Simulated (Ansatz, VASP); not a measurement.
**Two plane-wave programs on Al**

Contents of INCAR:

```
PREC = Accurate
ENCUT = 520
EDIFF = 1E-6
ISMEAR = 0
SIGMA = 0.15
LREAL = F
LASPH = T
NELM = 80
ALGO = Fast
ISIF = 2
LWAVE = F
LCHARG = F
GGA = PE
NBANDS = 8
```

File KPOINTS:

```
Automatic mesh
0
Gamma
  20 20 20
```

The input POSCAR:

```
Al
1.0
    0.0000000000      1.9936203000      2.0239800000
    2.0239800000      0.0000000000      2.0239800000
    2.0239800000      1.9936203000      0.0000000000
Al
1
Direct
    0.0000000000      0.0000000000      0.0000000000
```

Input for Ansatz:

```yaml
crystal:
  lattice:
    - [0.0, 1.9936203, 2.02398]
    - [2.02398, 0.0, 2.02398]
    - [2.02398, 1.9936203, 0.0]
  atoms:
    - { symbol: Al, position: [0.0, 0.0, 0.0] }
basis:
  ecutwfc: 420
kpoints:
  mp_grid: { grid: [20, 20, 20] }
hamiltonian:
  xc: pbe
scf:
  occupations: { method: gaussian, width: 0.15 }
output:
  forces: true
  stress: true
  eigenvalues: true
```

Change from the starting cell: strain -0.0150 x Voigt [0, 1, 0, 0, 0, 0], atoms carried along.

Alike in both runs: task single point; functional PBE; k mesh 20 × 20 × 20; occupations gaussian, width 0.15 eV; no spin polarisation.

|  | VASP | Ansatz |
| --- | --- | --- |
| version | VASP 6.6.1 | Ansatz 0.2.0 |
| potentials or method | VASP PAW PBE potentials, release 64 (Al), cutoff 520 eV | scalar-relativistic, plane waves, PAW |
| valence electrons in the cell | 3 | 3 |

Ansatz gave:

```
gap on the k mesh at the Fermi level (eV)                     : none
pressure (GPa)                                                : 0.8
traceless stress, the component that is largest in VASP (GPa) : 0.14
```

Question: Estimate VASP's values.

Answer: gap on the k mesh at the Fermi level (eV): none; pressure (GPa): 0.7; traceless stress, the component that is largest in VASP (GPa): 0.13.

A gap of «none» marks a metal or a gap that the smearing closes. With one functional, cell and mesh, what is left measures potentials, basis and numerics.
